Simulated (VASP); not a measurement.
Wanted: the native input for a VASP 6.6.1 run.

| Item | Value |
| --- | --- |
| Task | single point |
| Functional | PBEsol |
| Potentials or basis | VASP PAW PBE potentials, release 64 (Pt, S) |
| Cutoff | 520 eV |
| k mesh | 12 × 12 × 8 |
| Occupations | gaussian, width 0.05 eV |
| Spin | no spin polarisation |
| Dipole correction | no |
| Further INCAR settings | ALGO = Normal; EDIFF = 1e-07; NBANDS = 18 |

The structure of PtS2 lies in POSCAR:

```
PtS2
1.0
    3.7404394412      0.0000000000      0.0000000000
   -1.8702197206      3.2393155774      0.0000000000
    0.0000000000      0.0000000000      4.5214014699
Pt S
1 2
Direct
    0.0000000000      0.0000000000      0.0000000000
    0.3333333333      0.6666666667      0.2500000000
    0.6666666667      0.3333333333      0.7500000000
```

This cell differs from its parent crystal: ratio of the length along z to the lengths across it x 0.85, volume and fractional coordinates fixed.

One way to write it, as run:

INCAR

```
  PREC = Accurate
  ENCUT = 520
  EDIFF = 1E-7
  ISMEAR = 0
  SIGMA = 0.05
  LREAL = F
  LASPH = T
  NELM = 80
  ALGO = Normal
  ISIF = 2
  LWAVE = F
  LCHARG = F
  GGA = PS
  NBANDS = 18
```

KPOINTS

```
regular mesh
0
Gamma
  12 12 8
```

Potentials or basis: VASP PAW PBE potentials, release 64 (Pt, S).

The run is started by

```bash
$ cat potpaw_PBE.64/Pt/POTCAR potpaw_PBE.64/S/POTCAR > POTCAR
$ mpirun -np 1 vasp_std > vasp.out
```

It gave:

| Quantity | Value |
| --- | --- |
| Pressure | -9.0 GPa |
| Largest force | 0.233 eV/Å |
| Band gap on the k mesh | zero (band 11 reaches 7.13 eV, above the bottom of band 12 at 6.93 eV) |

Caveat: the PAW data sets were made with another functional, which shifts forces and pressure a little; spin-orbit coupling is left out, which moves the levels of the heavy elements.

Run time: 41 s on 1 thread of Intel(R) Xeon(R) 6975P-C (Granite Rapids), with other jobs on the host, peak memory 0.26 GiB.
